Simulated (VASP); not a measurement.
# Au (P-1) in VASP: single point with PBEsol

Aim: the single point of Au with PBEsol.

Everything below comes from runs of VASP 6.6.1. Logs are shortened: lines on timing, memory, paths and dates and some standing lists are left out, and cuts for length are marked.

## 1. The cell of the first run

The typed cell holds 2 atoms: a = 2.865 Å, b = 2.865 Å, c = 4.791 Å, α = 90.00°, β = 90.00°, γ = 120.00°.

## 2. Single point, PBEsol (atoms moved at random)

The input, INCAR:

```
PREC     = Accurate       # precision mode
ENCUT    = 520            # plane-wave cutoff, eV
EDIFF    = 1E-7           # SCF threshold, eV
ISMEAR   = 0              # smearing method
SIGMA    = 0.15           # smearing width, eV
LREAL    = False          # projectors in reciprocal space
LASPH    = True           # aspherical terms in the spheres
NELM     = 100            # most SCF steps
ALGO     = Fast           # electronic algorithm
ISIF     = 2              # what is computed and relaxed
LWAVE    = False          # write WAVECAR
LCHARG   = False          # write CHGCAR
GGA      = PS             # functional
NBANDS   = 18             # bands
```

The input, KPOINTS:

```
Automatic mesh
0
Gamma
  12 12 8
```

The input, POSCAR:

```
Au
1.0
    2.8651901210      0.0000000000      0.0000000000
   -1.4325950605      2.4813274315      0.0000000000
    0.0000000000      0.0000000000      4.7905780137
Au
2
Direct
    0.3403871135      0.6685452057      0.7712586568
    0.6596128865      0.3314547943      0.2287413432
```

Potentials or basis: VASP PAW PBE potentials, release 64 (Au).

The run is started by

```
$ cat potpaw_PBE.64/Au/POTCAR > POTCAR
$ mpirun -np 1 vasp_std > vasp.out
```

OUTCAR:

```text
PREC = Accurate
   ENCUT = 520
   EDIFF = 1E-7
   ISMEAR = 0
   LREAL = False
   LASPH = True
   NELM = 100
   ISIF = 2
   GGA = PS

 ion  position               nearest neighbor table
   1  0.340  0.669  0.771-   2 2.73   2 2.74   2 2.77   2 3.07   2 3.08   2 3.10
   2  0.660  0.331  0.229-   1 2.73   1 2.74   1 2.77   1 3.07   1 3.08   1 3.10

  LATTYP: Found a hexagonal cell.
 ALAT       =     2.8651901210
 C/A-ratio  =     1.6719930655

  Lattice vectors:

 A1 = (   2.8651901210,   0.0000000000,   0.0000000000)
 A2 = (  -1.4325950605,   2.4813274315,   0.0000000000)
 A3 = (   0.0000000000,   0.0000000000,   4.7905780137)

Analysis of symmetry for initial positions (statically):
=====================================================================
 Subroutine PRICEL returns:
 Original cell was already a primitive cell.

 Routine SETGRP: Setting up the symmetry group for a
 hexagonal supercell.

 Subroutine GETGRP returns: Found  2 space group operations
 (whereof  2 operations were pure point group operations)
 out of a pool of 24 trial point group operations.

The static configuration has the point symmetry S_2 .

Analysis of symmetry for dynamics (positions and initial velocities):
=====================================================================
 Subroutine PRICEL returns:
 Original cell was already a primitive cell.

 Routine SETGRP: Setting up the symmetry group for a
 hexagonal supercell.

 Subroutine GETGRP returns: Found  2 space group operations
 (whereof  2 operations were pure point group operations)
 out of a pool of 24 trial point group operations.

The dynamic configuration has the point symmetry S_2 .

 Subroutine INISYM returns: Found  2 space group operations
 (whereof  2 operations are pure point group operations),
 and found     1 'primitive' translations

----------------------------------------------------------------------------------------

                                     Primitive cell

  volume of cell :      34.0585

  direct lattice vectors                    reciprocal lattice vectors
     2.865190121  0.000000000  0.000000000     0.349016979  0.201505047  0.000000000
    -1.432595060  2.481327432  0.000000000     0.000000000  0.403010093  0.000000000
[... 74 lines left out ...]
   NGXF,Y,Z  is equivalent  to a cutoff of  27.85, 27.85, 24.99 a.u.
 SYSTEM =  unknown system
   PREC   = accura    normal or accurate (medium, high low for compatibility)
   ISTART =      0    job   : 0-new  1-cont  2-samecut
   ICHARG =      2    charge: 1-file 2-atom 10-const
   ISPIN  =      1    spin polarized calculation?
   LNONCOLLINEAR =      F non collinear calculations
   LSORBIT =      F    spin-orbit coupling
   LASPH  =      T    aspherical Exc in radial PAW
   ENCUT  =  520.0 eV  38.22 Ry    6.18 a.u.   5.33  5.33  8.91*2*pi/ulx,y,z
   NELM   =    100;   NELMIN=  2; NELMDL= -5     # of ELM steps
   EDIFF  = 0.1E-06   stopping-criterion for ELM
   LREAL  =      F    real-space projection
   EDIFFG = 0.1E-05   stopping-criterion for IOM
   NSW    =      0    number of steps for IOM
   IBRION =     -1    ionic relax: 0-MD 1-quasi-New 2-CG
   NFREE  =      0    steps in history (QN), initial steepest desc. (CG)
   ISIF   =      2    stress and relaxation
   ISYM   =      2    0-nonsym 1-usesym 2-fastsym
   POTIM  = 0.5000    time-step for ionic-motion
   TEBEG  =    0.0;   TEEND  =   0.0 temperature during run
   PSTRESS=    0.0 pullay stress
   NELECT =      22.0000    total number of electrons
   NUPDOWN=      -1.0000    fix difference up-down
   EMIN   =  10.00;   EMAX   =-10.00  energy-range for DOS
   EFERMI =   0.00;   METHOD = LEGACY
   ISMEAR =     0;   SIGMA  =   0.15  broadening in eV -4-tet -1-fermi 0-gaus
   EFERMI_NEDOS =   21; number of points for ismear=-14 and -15
   IALGO  =     68    algorithm
   IMIX   =      4    mixing-type and parameters
     AMIX     =   0.40;   BMIX     =  1.00
     AMIX_MAG =   1.60;   BMIX_MAG =  1.00
  volume/ion in A,a.u.               =      17.03       114.92
  Fermi-wavevector in a.u.,A,eV,Ry     =   1.415166  2.674275 27.248299  2.002694
  Thomas-Fermi vector in A             =   2.536632
   LORBIT       =      0    0 simple, 1 ext, 2 COOP (PROOUT), +10 PAW based schemes
   GGA     = PS    functional components
   LHFCALC =     F    Hartree Fock is set to
   AEXX    =    0.0000 exact exchange contribution
   IVDW    =     0    specifies the selected vdW correction
   LEPSILON=     F    determine dielectric tensor
   LRPA    =     F    only Hartree local field effects (RPA)
 non-spin polarized calculation
 RMM-DIIS sequential band-by-band and
 Gauss-broadening in eV      SIGMA  =   0.15
  energy-cutoff  :      520.00
  volume of cell :       34.06
 maximum number of plane-waves:       936
 NGX is ok and might be reduce to    24
   NGX = 11   NGY = 11   NGZ = 17

 number of electron      21.9999998 magnetization

 Free energy of the ion-electron system (eV)
  ---------------------------------------------------
  ext. energy  EPLUGINS =         0.00000000
  ---------------------------------------------------
  free energy    TOTEN  =        -7.65027696 eV

  energy without entropy =       -7.63842672  energy(sigma->0) =       -7.64435184

 E-fermi :   9.2795     XC(G=0): -12.8673

 val. band max:        9.2780034799   @ k =   0.5000   0.4167   0.0000
 cond. band min:       9.2917422433   @ k =   0.1667   0.5000   0.2500
 fundamental gap:      0.0137387634
 Fermi energy:         9.2795133553

 k-point     1 :       0.0000    0.0000    0.0000
  band No.  band energies     occupation
      1      -0.7011      2.00000
      2       1.7925      2.00000
      3       4.5131      2.00000
      4       4.6121      2.00000
      5       4.6324      2.00000
      6       4.8547      2.00000
[... 481 lines left out ...]
      5       4.5800      2.00000
      6       4.9995      2.00000
[... 10 lines left out ...]
     17      26.5327      0.00000
     18      26.7184      0.00000

 [... further k-points ...]
[... 5 lines left out ...]
  --------------------------------------------------------------------------------------
  -------------------------------------------------------------------------------------
  Total        0.6948888      0.7250923      1.1728298     -0.0531799      0.0196545      0.0870352
  in kB       32.6889117     34.1097427     55.1721769     -2.5016830      0.9245860      4.0943020
  external PRESSURE =      40.6569438 kB  Pullay stress =       0.0000000 kB

 VOLUME and BASIS-vectors are now :
 -----------------------------------------------------------------------------
  energy-cutoff  :      520.00
  volume of cell :       34.06
      direct lattice vectors                 reciprocal lattice vectors
     2.865190121  0.000000000  0.000000000     0.349016979  0.201505047  0.000000000
    -1.432595060  2.481327432  0.000000000     0.000000000  0.403010093  0.000000000
     0.000000000  0.000000000  4.790578014     0.000000000  0.000000000  0.208743078

 POSITION                                       TOTAL-FORCE (eV/Angst)
 -----------------------------------------------------------------------------------
      0.01752      1.65888      3.69477        -0.037443     -0.007910     -1.738196
      1.41508      0.82245      1.09580         0.037443      0.007910      1.738196
 -----------------------------------------------------------------------------------
    total drift:                               -0.000000      0.000000     -0.000000

  FREE ENERGIE OF THE ION-ELECTRON SYSTEM (eV)
  ---------------------------------------------------
  free  energy   TOTEN  =        -7.6502769612 eV

  energy  without entropy=       -7.6384267175  energy(sigma->0) =       -7.64435184
```

OSZICAR:

```text
N       E                     dE             d eps       ncg     rms          rms(c)
DAV:   1     0.123515645768E+03    0.12352E+03   -0.11766E+04 20896   0.119E+03
DAV:   2    -0.620120044683E+01   -0.12972E+03   -0.12393E+03 22084   0.263E+02
DAV:   3    -0.831692069535E+01   -0.21157E+01   -0.21029E+01 24570   0.341E+01
DAV:   4    -0.832597749316E+01   -0.90568E-02   -0.90557E-02 23044   0.233E+00
DAV:   5    -0.832606062842E+01   -0.83135E-04   -0.83136E-04 23220   0.238E-01    0.145E+01
RMM:   6    -0.770123595770E+01    0.62482E+00   -0.10576E+00 20884   0.770E+00    0.894E+00
RMM:   7    -0.765677991679E+01    0.44456E-01   -0.15999E-01 21431   0.313E+00    0.354E+00
RMM:   8    -0.765039132050E+01    0.63886E-02   -0.22159E-02 21748   0.115E+00    0.507E-01
RMM:   9    -0.765027979389E+01    0.11153E-03   -0.13017E-03 23029   0.269E-01    0.143E-01
RMM:  10    -0.765028194248E+01   -0.21486E-05   -0.20965E-04 23124   0.103E-01    0.832E-02
RMM:  11    -0.765027927329E+01    0.26692E-05   -0.50235E-05 23065   0.500E-02    0.231E-02
RMM:  12    -0.765027675980E+01    0.25135E-05   -0.20862E-05 22544   0.335E-02    0.467E-03
RMM:  13    -0.765027711067E+01   -0.35087E-06   -0.27367E-06 22834   0.104E-02    0.811E-03
RMM:  14    -0.765027699645E+01    0.11422E-06   -0.39030E-07 18474   0.376E-03    0.428E-03
RMM:  15    -0.765027696123E+01    0.35213E-07   -0.12279E-07 14590   0.216E-03
   1 F= -.76502770E+01 E0= -.76443518E+01  d E =-.118502E-01
```

stdout:

```text
POSCAR found type information on POSCAR Au
 POSCAR found :  1 types and       2 ions
 scaLAPACK will be used
 -----------------------------------------------------------------------------
|                                                                             |
|                                                                             |
|     You enforced a specific xc type in the INCAR file but a different       |
|     I HOPE YOU KNOW WHAT YOU ARE DOING!                                     |
|                                                                             |
 -----------------------------------------------------------------------------

 LDA part: xc-table for (Slater+PW92), standard interpolation
 POSCAR, INCAR and KPOINTS ok, starting setup
 FFT: planning ... GRIDC
 FFT: planning ... GRID_SOFT
 FFT: planning ... GRID
 WAVECAR not read
 entering main loop
```

It took 5.8 min on 1 thread of AMD EPYC 7R43 (Zen 3), shared host; peak memory 0.35 GiB.

Results:

```yaml
Free_energy: -7.6503 eV
Pressure: 4.1 GPa
Largest_force: 1.739 eV/Å
Band_gap_on_the_k_mesh: zero (band 11 reaches 13.50 eV, above the bottom of band 12 at 6.95 eV)
```

Forces on the atoms (eV/Å):
```
Au  -0.037 -0.008 -1.738
Au   0.037  0.008  1.738
```

Levels at points of the mesh, in eV from the Fermi level:
```
           k point  band 7  band 8  band 9  band 10  band 11  band 12  band 13  band 14  band 15  band 16
(0.00, 0.00, 0.00)   -4.42   -3.56   -3.45    -2.16    -2.04    -1.08     2.56    14.45    16.21    16.76
(0.50, 0.00, 0.00)   -3.59   -1.90   -1.88    -1.64     0.27     1.61     5.49     7.31     7.51    10.28
(0.00, 0.50, 0.00)   -3.70   -1.91   -1.91    -1.63     0.36     1.54     5.60     7.19     7.75    10.28
(0.50, 0.50, 0.00)   -3.74   -1.91   -1.91    -1.63     0.39     1.51     5.64     7.15     7.84    10.27
(0.00, 0.00, 0.50)   -4.68   -4.55   -2.92    -2.83    -2.34    -2.33     9.30    12.28    14.65    14.97
(0.50, 0.00, 0.50)   -2.60   -2.40   -1.82    -1.70     0.25     0.74     3.65     4.24    12.71    13.10
(0.00, 0.50, 0.50)   -2.50   -2.30   -1.84    -1.69     0.17     0.63     3.73     4.29    12.65    13.09
(0.50, 0.50, 0.50)   -2.46   -2.26   -1.85    -1.69     0.14     0.59     3.76     4.30    12.63    13.09
```

Caveat: the cell differs from its parent crystal (atoms moved at random); the PAW data sets were made with another functional, which shifts forces and pressure a little; spin-orbit coupling is left out, which moves the levels of the heavy elements.
